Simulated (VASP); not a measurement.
# Sb (R-3m) in VASP: further runs

Runs on Sb. Level: PBE. Tasks: single point.

Program: VASP 6.6.1. These are calculated values, not measurements. Logs are shortened: lines on timing, memory, paths and dates and some standing lists are left out, and cuts for length are marked.

### Step 1. The cell of the first run

It takes space group R-3m (No. 166, trigonal). Conventional cell: a = 4.301 Å, b = 4.301 Å, c = 11.007 Å, α = 90.00°, β = 90.00°, γ = 120.00°. Sb (site symmetry 3m) has 6 Sb at 2.89 to 3.31 Å within 3.8 Å.

### Step 2. Single point, PBE (zz strain of -2 %)

INCAR

```
SYSTEM = Sb
ALGO = Normal
EDIFF = 1E-7
ENCUT = 520
GGA = PE
ISIF = 2
ISMEAR = -1
LASPH = .TRUE.
LCHARG = .FALSE.
LREAL = .FALSE.
LWAVE = .FALSE.
NBANDS = 12
NELM = 80
PREC = Accurate
SIGMA = 0.05
```

KPOINTS

```
k-points
0
G
  9 9 9
  0 0 0
```

POSCAR

```
Sb
1.0
    2.1506003320      1.2416496806      3.6691200000
   -2.1506003320      1.2416496806      3.6691200000
    0.0000000000     -2.4832993611      3.6691200000
Sb
2
Direct
    0.2336400000      0.2336400000      0.2336400000
    0.7663600000      0.7663600000      0.7663600000
```

Potentials or basis: VASP PAW PBE potentials, release 64 (Sb).

Launch:

```console
> cat potpaw_PBE.64/Sb/POTCAR > POTCAR
> mpirun -np 1 vasp_std > vasp.out
```

OUTCAR:

```text
SYSTEM = Sb
   EDIFF = 1E-7
   ENCUT = 520
   GGA = PE
   ISIF = 2
   ISMEAR = -1
   LASPH = .TRUE.
   LREAL = .FALSE.
   NELM = 80
   PREC = Accurate

 ion  position               nearest neighbor table
   1  0.234  0.234  0.234-   2 2.89   2 2.89   2 2.89   2 3.31   2 3.31   2 3.31
   2  0.766  0.766  0.766-   1 2.89   1 2.89   1 2.89   1 3.31   1 3.31   1 3.31

  LATTYP: Found a trigonal (rhomboedric) cell.
 ALAT       =     4.4304872522
 COS(alpha) =     0.5287553529

  Lattice vectors:

 A1 = (   2.1506003320,   1.2416496806,   3.6691200000)
 A2 = (  -2.1506003320,   1.2416496806,   3.6691200000)
 A3 = (   0.0000000000,  -2.4832993611,   3.6691200000)

Analysis of symmetry for initial positions (statically):
=====================================================================
 Subroutine PRICEL returns:
 Original cell was already a primitive cell.

 Routine SETGRP: Setting up the symmetry group for a
 trigonal (rhombohedral) supercell.

 Subroutine GETGRP returns: Found 12 space group operations
 (whereof 12 operations were pure point group operations)
 out of a pool of 12 trial point group operations.

The static configuration has the point symmetry D_3d.

Analysis of symmetry for dynamics (positions and initial velocities):
=====================================================================
 Subroutine PRICEL returns:
 Original cell was already a primitive cell.

 Routine SETGRP: Setting up the symmetry group for a
 trigonal (rhombohedral) supercell.

 Subroutine GETGRP returns: Found 12 space group operations
 (whereof 12 operations were pure point group operations)
 out of a pool of 12 trial point group operations.

The dynamic configuration has the point symmetry D_3d.

 Subroutine INISYM returns: Found 12 space group operations
 (whereof 12 operations are pure point group operations),
 and found     1 'primitive' translations

----------------------------------------------------------------------------------------

                                     Primitive cell

  volume of cell :      58.7857

  direct lattice vectors                    reciprocal lattice vectors
     2.150600332  1.241649681  3.669120000     0.232493222  0.134230024  0.090848305
    -2.150600332  1.241649681  3.669120000    -0.232493222  0.134230024  0.090848305
     0.000000000 -2.483299361  3.669120000     0.000000000 -0.268460048  0.090848305

  length of vectors
[... 84 lines left out ...]
   EDIFFG = 0.1E-05   stopping-criterion for IOM
   NSW    =      0    number of steps for IOM
   IBRION =     -1    ionic relax: 0-MD 1-quasi-New 2-CG
   NFREE  =      0    steps in history (QN), initial steepest desc. (CG)
   ISIF   =      2    stress and relaxation
   ISYM   =      2    0-nonsym 1-usesym 2-fastsym
   POTIM  = 0.5000    time-step for ionic-motion
   TEBEG  =    0.0;   TEEND  =   0.0 temperature during run
   PSTRESS=    0.0 pullay stress
   NELECT =      10.0000    total number of electrons
   NUPDOWN=      -1.0000    fix difference up-down
   EMIN   =  10.00;   EMAX   =-10.00  energy-range for DOS
   EFERMI =   0.00;   METHOD = LEGACY
   ISMEAR =    -1;   SIGMA  =   0.05  broadening in eV -4-tet -1-fermi 0-gaus
   EFERMI_NEDOS =   21; number of points for ismear=-14 and -15
   IALGO  =     38    algorithm
   IMIX   =      4    mixing-type and parameters
     AMIX     =   0.40;   BMIX     =  1.00
     AMIX_MAG =   1.60;   BMIX_MAG =  1.00
  volume/ion in A,a.u.               =      29.39       198.35
  Fermi-wavevector in a.u.,A,eV,Ry     =   0.907091  1.714153 11.195065  0.822814
  Thomas-Fermi vector in A             =   2.030857
   LORBIT       =      0    0 simple, 1 ext, 2 COOP (PROOUT), +10 PAW based schemes
   GGA     = PE    functional components
[... 5 lines left out ...]
 non-spin polarized calculation
  energy-cutoff  :      520.00
  volume of cell :       58.79
 maximum number of plane-waves:      1598
 NGX is ok and might be reduce to    36
   NGX = 17   NGY = 17   NGZ = 17

 number of electron      10.0000000 magnetization

 Free energy of the ion-electron system (eV)
  ---------------------------------------------------
  ext. energy  EPLUGINS =         0.00000000
  ---------------------------------------------------
  free energy    TOTEN  =        -8.22222213 eV

  energy without entropy =       -8.22024570  energy(sigma->0) =       -8.22123391

 E-fermi :   7.6165     XC(G=0):  -9.6503

 val. band max:        7.5849524437   @ k =   0.3333   0.1111   0.1111
 cond. band min:       7.6332555522   @ k =   0.4444   0.0000   0.0000
 fundamental gap:      0.0483031085
 Fermi energy:         7.6164913855

 k-point     1 :       0.0000    0.0000    0.0000
  band No.  band energies     occupation
      1      -5.3001      2.00000
      2       3.0106      2.00000
      3       5.6574      2.00000
      4       5.6941      2.00000
      5       5.6941      2.00000
      6       9.7306      0.00000
      7      10.3872      0.00000
      8      10.3872      0.00000
      9      12.5973      0.00000
     10      12.5973      0.00000
     11      12.9018      0.00000
     12      14.1299      0.00000
[... 331 lines left out ...]
 k-point    24 :       0.4444    0.4444    0.0000
  band No.  band energies     occupation
      1      -2.9981      2.00000
      2      -0.2861      2.00000
      3       2.2107      2.00000
      4       3.8074      2.00000
      5       3.8745      2.00000
      6       9.0937      0.00000
      7      12.6755      0.00000
      8      13.1695      0.00000
      9      14.3983      0.00000
     10      16.2415      0.00000
     11      17.3803      0.00000
     12      18.5165      0.00000

 [... further k-points ...]

------------------------ aborting loop because EDIFF is reached ----------------------------------------

  FORCE on cell =-STRESS in cart. coord.  units (eV):
  Direction    XX          YY          ZZ          XY          YZ          ZX
  --------------------------------------------------------------------------------------
  -------------------------------------------------------------------------------------
  Total        1.6161536      1.6161536      1.6225018      0.0000000      0.0000000      0.0000000
  in kB       44.0474988     44.0474988     44.2205168      0.0000000      0.0000000      0.0000000
  external PRESSURE =      44.1051715 kB  Pullay stress =       0.0000000 kB

 VOLUME and BASIS-vectors are now :
 -----------------------------------------------------------------------------
  energy-cutoff  :      520.00
  volume of cell :       58.79
      direct lattice vectors                 reciprocal lattice vectors
     2.150600332  1.241649681  3.669120000     0.232493222  0.134230024  0.090848305
    -2.150600332  1.241649681  3.669120000    -0.232493222  0.134230024  0.090848305
     0.000000000 -2.483299361  3.669120000     0.000000000 -0.268460048  0.090848305

 POSITION                                       TOTAL-FORCE (eV/Angst)
 -----------------------------------------------------------------------------------
      0.00000      0.00000      2.57176         0.000000      0.000000      0.373259
      0.00000      0.00000      8.43560         0.000000     -0.000000     -0.373259
 -----------------------------------------------------------------------------------
    total drift:                                0.000000     -0.000000      0.000000

  FREE ENERGIE OF THE ION-ELECTRON SYSTEM (eV)
  ---------------------------------------------------
  free  energy   TOTEN  =        -8.2222221271 eV

  energy  without entropy=       -8.2202456983  energy(sigma->0) =       -8.22123391
```

It took 98 s on 1 thread of AMD EPYC 7R43 (Zen 3), shared host; peak memory 0.18 GiB.

Results:

| Item | Value |
| --- | --- |
| Free energy | -8.2222 eV |
| Pressure | 4.4 GPa |
| Largest force | 0.373 eV/Å |
| Band gap on the k mesh | 0.05 eV, indirect (least direct gap 0.46 eV) |

Forces on the atoms (eV/Å):
```
Sb   0.000  0.000  0.373
Sb   0.000  0.000 -0.373
```

Caveat: the cell differs from its parent crystal (zz strain of -2 %); spin-orbit coupling is left out, which moves the levels of the heavy elements. A k mesh can miss the band edges.

### Step 3. Single point, PBE (zz strain of +1 %)

INCAR

```
SYSTEM = Sb
  PREC = Accurate
  ENCUT = 520
  EDIFF = 1E-6
  ISMEAR = -1
  SIGMA = 0.05
  LREAL = .FALSE.
  LASPH = .TRUE.
  NELM = 80
  ALGO = Normal
  ISIF = 2
  LWAVE = .FALSE.
  LCHARG = .FALSE.
  GGA = PE
  NBANDS = 12
```

KPOINTS

```
Automatic mesh
0
G
  9 9 9
  0 0 0
```

POSCAR

```
Sb
1.0
    2.1506003320      1.2416496806      3.7814400000
   -2.1506003320      1.2416496806      3.7814400000
    0.0000000000     -2.4832993611      3.7814400000
Sb
2
Direct
    0.2336400000      0.2336400000      0.2336400000
    0.7663600000      0.7663600000      0.7663600000
```

Potentials or basis: VASP PAW PBE potentials, release 64 (Sb).

Launch:

```console
> cat potpaw_PBE.64/Sb/POTCAR > POTCAR
> mpirun -np 1 vasp_std > vasp.out
```

OUTCAR:

```text
SYSTEM = Sb
   PREC = Accurate
   ENCUT = 520
   EDIFF = 1E-6
   ISMEAR = -1
   LREAL = .FALSE.
   LASPH = .TRUE.
   NELM = 80
   ISIF = 2
   GGA = PE

 ion  position               nearest neighbor table
   1  0.234  0.234  0.234-   2 2.91   2 2.91   2 2.91   2 3.36   2 3.36   2 3.36
   2  0.766  0.766  0.766-   1 2.91   1 2.91   1 2.91   1 3.36   1 3.36   1 3.36

  LATTYP: Found a trigonal (rhomboedric) cell.
 ALAT       =     4.5239434337
 COS(alpha) =     0.5480243055

[... 548 lines left out ...]

------------------------ aborting loop because EDIFF is reached ----------------------------------------

  FORCE on cell =-STRESS in cart. coord.  units (eV):
  Direction    XX          YY          ZZ          XY          YZ          ZX
  --------------------------------------------------------------------------------------
  -------------------------------------------------------------------------------------
  Total        1.1047336      1.1047336      0.7928556      0.0000000      0.0000000      0.0000000
  in kB       29.2146648     29.2146648     20.9670534      0.0000000      0.0000000      0.0000000
  external PRESSURE =      26.4654610 kB  Pullay stress =       0.0000000 kB

 VOLUME and BASIS-vectors are now :
 -----------------------------------------------------------------------------
  energy-cutoff  :      520.00
  volume of cell :       60.59
      direct lattice vectors                 reciprocal lattice vectors
     2.150600332  1.241649681  3.781440000     0.232493222  0.134230024  0.088149841
    -2.150600332  1.241649681  3.781440000    -0.232493222  0.134230024  0.088149841
     0.000000000 -2.483299361  3.781440000     0.000000000 -0.268460048  0.088149841

 POSITION                                       TOTAL-FORCE (eV/Angst)
 -----------------------------------------------------------------------------------
      0.00000      0.00000      2.65049         0.000000      0.000000      0.177184
      0.00000      0.00000      8.69383         0.000000     -0.000000     -0.177184
 -----------------------------------------------------------------------------------
    total drift:                                0.000000     -0.000000      0.000000

  FREE ENERGIE OF THE ION-ELECTRON SYSTEM (eV)
  ---------------------------------------------------
  free  energy   TOTEN  =        -8.2585586556 eV

  energy  without entropy=       -8.2568165650  energy(sigma->0) =       -8.25768761
```

stdout:

```text
POSCAR found type information on POSCAR Sb
 POSCAR found :  1 types and       2 ions
 scaLAPACK will be used
 LDA part: xc-table for (Slater+PW92), standard interpolation
 POSCAR, INCAR and KPOINTS ok, starting setup
 FFT: planning ... GRIDC
 FFT: planning ... GRID_SOFT
 FFT: planning ... GRID
 WAVECAR not read
 entering main loop
```

It took 80 s on 1 thread of AMD EPYC 7R43 (Zen 3), shared host; peak memory 0.19 GiB.

Results:

| Item | Value |
| --- | --- |
| Free energy | -8.2586 eV |
| Pressure | 2.6 GPa |
| Largest force | 0.177 eV/Å |
| Band gap on the k mesh | 0.06 eV, indirect (least direct gap 0.50 eV) |

Forces on the atoms (eV/Å):
```
Sb   0.000  0.000  0.177
Sb   0.000  0.000 -0.177
```

Stress tensor (GPa, compression positive):
```
2.92 0.00 0.00
0.00 2.92 0.00
0.00 0.00 2.10
```

Caveat: the cell differs from its parent crystal (zz strain of +1 %); spin-orbit coupling is left out, which moves the levels of the heavy elements. A k mesh can miss the band edges.

### Step 4. Single point, PBE (zz strain of +3 %)

INCAR

```
SYSTEM = Sb
  PREC = Accurate
  ENCUT = 520
  EDIFF = 1E-7
  ISMEAR = -1
  SIGMA = 0.05
  LREAL = .False.
  LASPH = .True.
  NELM = 100
  ALGO = Normal
  ISIF = 2
  LWAVE = .False.
  LCHARG = .True.
  GGA = PE
  LELF = .True.
  LVHAR = .True.
  NBANDS = 12
```

KPOINTS

```
Automatic mesh
0
Gamma
  9 9 9
  0 0 0
```

POSCAR

```
Sb
1.0
    2.1506003320      1.2416496806      3.8563200000
   -2.1506003320      1.2416496806      3.8563200000
    0.0000000000     -2.4832993611      3.8563200000
Sb
2
Direct
    0.2336400000      0.2336400000      0.2336400000
    0.7663600000      0.7663600000      0.7663600000
```

Launch:

```console
> cat potpaw_PBE.64/Sb/POTCAR > POTCAR
> mpirun -np 1 vasp_std > vasp.out
```

Run time: 95 s. Hardware: 1 thread of AMD EPYC 7R43 (Zen 3), shared host; peak memory 0.19 GiB.

The run converged. Its results:

| Property | Result |
| --- | --- |
| Free energy | -8.2689 eV |
| Pressure | 1.6 GPa |
| Largest force | 0.042 eV/Å |
| Band gap on the k mesh | 0.06 eV, indirect (least direct gap 0.53 eV) |

Forces in eV/Å, atoms in the order of the input:
```
Sb   0.000  0.000  0.042
Sb   0.000  0.000 -0.042
```

Stress tensor (GPa, compression positive):
```
2.03 0.00 0.00
0.00 2.03 0.00
0.00 0.00 0.71
```

Levels at points of the mesh, in eV from the valence-band top:
```
           k point  band 1  band 2  band 3  band 4  band 5  band 6  band 7  band 8  band 9  band 10
(0.00, 0.00, 0.00)  -12.54   -4.94   -2.19   -1.63   -1.63    2.07    2.66    2.66    5.23     5.23
```

Caveat: the cell differs from its parent crystal (zz strain of +3 %); spin-orbit coupling is left out, which moves the levels of the heavy elements. A k mesh can miss the band edges.

### Step 5. Single point, PBE (volume scaled by 0.94)

INCAR

```
SYSTEM = Sb
ALGO     = Normal         ! electronic algorithm
EDIFF    = 1E-6           ! SCF threshold, eV
ENCUT    = 520            ! plane-wave cutoff, eV
GGA      = PE             ! functional
ISIF     = 2              ! what is computed and relaxed
ISMEAR   = -1             ! smearing method
LASPH    = .TRUE.         ! aspherical terms in the spheres
LCHARG   = .FALSE.        ! write CHGCAR
LREAL    = .FALSE.        ! projectors in reciprocal space
LWAVE    = .FALSE.        ! write WAVECAR
NBANDS   = 12             ! bands
NELM     = 100            ! most SCF steps
PREC     = Accurate       ! precision mode
SIGMA    = 0.05           ! smearing width, eV
```

KPOINTS

```
k-points
0
G
  9 9 9
  0 0 0
```

POSCAR

```
Sb
1.0
    2.1066982106      1.2163027790      3.6675703910
   -2.1066982106      1.2163027790      3.6675703910
    0.0000000000     -2.4326055579      3.6675703910
Sb
2
Direct
    0.2336400000      0.2336400000      0.2336400000
    0.7663600000      0.7663600000      0.7663600000
```

Launch:

```console
> cat potpaw_PBE.64/Sb/POTCAR > POTCAR
> mpirun -np 1 vasp_std > vasp.out
```

Run time: 34 s. Hardware: 1 thread of AMD EPYC 9R45 (Zen 5), shared host; peak memory 0.19 GiB.

The run converged. Its results:

| Property | Result |
| --- | --- |
| Free energy | -8.1287 eV |
| Pressure | 7.8 GPa |
| Largest force | 0.624 eV/Å |
| Band gap on the k mesh | zero (band 5 reaches 8.28 eV, above the bottom of band 6 at 8.19 eV) |

Forces in eV/Å, atoms in the order of the input:
```
Sb   0.000  0.000  0.624
Sb   0.000  0.000 -0.624
```

Stress tensor (GPa, compression positive):
```
8.21 0.00 0.00
0.00 8.21 0.00
0.00 0.00 6.89
```

Levels at points of the mesh, in eV from the Fermi level:
```
           k point  band 2  band 3  band 4  band 5  band 6  band 7  band 8  band 9
(0.00, 0.00, 0.00)   -4.47   -2.30   -2.01   -2.01    2.04    2.74    2.74    4.95
```

Caveat: spin-orbit coupling is left out, which moves the levels of the heavy elements.

### Step 6. Overview

| cell | gap on the mesh (eV) | pressure (GPa) | largest force (eV/Å) |
| --- | --- | --- | --- |
| a = 4.430 Å, angles 58.1°, 2 atoms | 0.05 | 4.4 | 0.37 |
| a = 4.524 Å, angles 56.8°, 2 atoms | 0.06 | 2.6 | 0.18 |
| a = 4.587 Å, angles 55.9°, 2 atoms | 0.06 | 1.6 | 0.04 |
| a = 4.401 Å, angles 57.2°, 2 atoms | none | 7.8 | 0.62 |

Alike in all rows: task single point; level PBE; potentials or basis VASP PAW PBE potentials, release 64 (Sb); no spin polarisation; k mesh 9 × 9 × 9; cutoff (eV) 520; smearing fermi-dirac 0.05 eV.

Caveats: spin-orbit coupling is left out, which moves the levels of the heavy elements.

Total energies depend on the potentials used, so only differences within one code and one set of settings carry meaning.
